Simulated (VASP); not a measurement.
Set up this calculation in VASP 6.6.1, as the native input.

* Task: single point
* Functional: PBE
* Potentials or basis: VASP PAW PBE potentials, release 64 (Cd, Se)
* Cutoff: 520 eV
* k mesh: 4 × 4 × 4
* Occupations: gaussian, width 0.01 eV
* Spin: no spin polarisation
* Dipole correction: no
* Further INCAR settings: ALGO = Normal; EDIFF = 1e-07; NBANDS = 16

The structure of CdSe lies in POSCAR:

```
CdSe
1.0
    0.0229200000      3.0035200000      2.9919200000
    3.0399300000     -0.0147700000      3.0296100000
    3.1147700000      3.1160500000     -0.0896100000
Cd Se
1 1
Direct
    0.9378500000      0.0071100000      0.0465100000
    0.7039600000      0.7332900000      0.7914800000
```

The input as run:

INCAR

```
SYSTEM = CdSe
PREC = Accurate ; ENCUT = 520
EDIFF = 1E-7 ; ISMEAR = 0
SIGMA = 0.01 ; LREAL = .FALSE.
LASPH = .TRUE. ; NELM = 100
ALGO = Normal ; ISIF = 2
LWAVE = .FALSE. ; LCHARG = .TRUE.
GGA = PE ; LELF = .TRUE.
LVHAR = .TRUE. ; NBANDS = 16
```

KPOINTS

```
regular mesh
0
G
  4 4 4
  0 0 0
```

Potentials or basis: VASP PAW PBE potentials, release 64 (Cd, Se).

Command:

```sh
$ cat potpaw_PBE.64/Cd/POTCAR potpaw_PBE.64/Se/POTCAR > POTCAR
$ mpirun -np 1 vasp_std > vasp.out
```

Results of the run:

- Pressure: 2.4 GPa
- Largest force: 0.503 eV/Å
- Band gap on the k mesh: 0.44 eV, direct

Caveat: the k points lie up to 0.45 Å⁻¹ apart.

It took 21 s on 1 thread of Intel(R) Xeon(R) Platinum 8375C CPU @ 2.90GHz (Ice Lake) (shared host), peak memory 0.19 GiB.
